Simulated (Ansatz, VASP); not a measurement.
## One calculation of HfO2, two programs

INCAR

```
PREC = Accurate
ENCUT = 600
EDIFF = 1E-6
ISMEAR = -1
SIGMA = 0.05
LREAL = F
LASPH = T
NELM = 120
ALGO = Normal
ISIF = 2
LWAVE = F
LCHARG = F
GGA = PE
NBANDS = 18
GGA_COMPAT = F
```

File KPOINTS:

```
Automatic mesh
0
Gamma
  3 3 3
```

The input POSCAR:

```
HfO2
1.0
    0.0000000000      2.4750000000      2.4750000000
    2.4750000000      0.0000000000      2.4750000000
    2.4750000000      2.4750000000      0.0000000000
Hf O
1 2
Direct
    0.0000000000      0.0000000000      0.0000000000
    0.2157773733      0.2157773733      0.2157773733
    0.7500000000      0.7500000000      0.7500000000
```

Input for Ansatz:

```yaml
crystal:
  atoms:
  - position: [0.0, 0.0, 0.0]
    symbol: Hf
  - position: [0.2157773733334965, 0.2157773733334965, 0.2157773733334965]
    symbol: O
  - position: [0.75, 0.75, 0.75]
    symbol: O
  lattice:
  - [0.0, 2.475, 2.475]
  - [2.475, 0.0, 2.475]
  - [2.475, 2.475, 0.0]
hamiltonian:
  dispersion: none
  pseudopotentials:
    kind: all_electron
    lapw: {}
    relativity: scalar
  xc: pbe
kpoints:
  mp_grid:
    grid: [3, 3, 3]
    shift: [0, 0, 0]
magnetization: {spin_polarized: false}
output: {forces: true, stress: true}
scf:
  occupations: {method: fermi_dirac, width: 0.05}
```

Alike in both runs: task single point; functional PBE; k mesh 3 × 3 × 3; occupations fermi-dirac, width 0.05 eV; no spin polarisation.

```csv
,VASP,Ansatz
version,VASP 6.6.1,Ansatz 0.2 development build
potentials or method,"VASP PAW PBE potentials, release 64 (Hf_pv, O), cutoff 600 eV","all-electron full-potential LAPW, scalar-relativistic"
```

Ansatz gave:

- rms of the force components (eV/Å): 2.775

Which values does VASP return?

rms of the force components (eV/Å): 2.771.

Atom by atom the forces differ by 0.010 eV/Å (rms over components). Ansatz ran all-electron here, and VASP with PAW potentials.

The k mesh is coarse, so the values compare programs but aren't converged. Spin-orbit coupling is off throughout.
